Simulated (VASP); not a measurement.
Set up this calculation in VASP 6.6.1, as the native input.

```
Task                   : single point
Functional             : LDA
Potentials or basis    : VASP PAW LDA potentials, release 64 (Ca_sv, Zr_sv, F)
Cutoff                 : 600 eV
k mesh                 : 4 × 4 × 4
Occupations            : gaussian, width 0.01 eV
Spin                   : no spin polarisation
Dipole correction      : no
Further INCAR settings : ALGO = Normal; EDIFF = 1e-06; NBANDS = 42
```

The structure of CaZrF6 lies in POSCAR:

```
CaZrF6
1.0
    0.0000000000      4.2683495000      4.2683495000
    4.2683495000      0.0000000000      4.2683495000
    4.2683495000      4.2683495000      0.0000000000
Ca Zr F
1 1 6
Direct
    0.5000000000      0.5000000000      0.5000000000
    0.0000000000      0.0000000000      0.0000000000
    0.7638120000      0.2361880000      0.2361880000
    0.2361880000      0.2361880000      0.7638120000
    0.7638120000      0.7638120000      0.2361880000
    0.2361880000      0.7638120000      0.2361880000
    0.7638120000      0.2361880000      0.7638120000
    0.2361880000      0.7638120000      0.7638120000
```

One way to write it, as run:

INCAR

```
PREC = Accurate
ENCUT = 600
EDIFF = 1E-6
ISMEAR = 0
SIGMA = 0.01
LREAL = False
LASPH = True
NELM = 120
ALGO = Normal
ISIF = 2
LWAVE = False
LCHARG = True
LELF = True
LVHAR = True
NBANDS = 42
GGA_COMPAT = False
```

KPOINTS

```
regular mesh
0
Gamma
  4 4 4
```

Potentials or basis: VASP PAW LDA potentials, release 64 (Ca_sv, Zr_sv, F).

Run with:

```bash
$ cat potpaw_LDA.64/Ca_sv/POTCAR potpaw_LDA.64/Zr_sv/POTCAR potpaw_LDA.64/F/POTCAR > POTCAR
$ mpirun -np 1 vasp_std > vasp.out
```

Results of the run:

The pressure is -3.2 GPa and the largest force is 0.141 eV/Å. The band gap on the k mesh is 6.87 eV.

Caveat: the cell stands under tension.

It took 56 s on 1 thread of Intel(R) Xeon(R) Platinum 8559C (Emerald Rapids), on a shared host, peak memory 0.28 GiB.
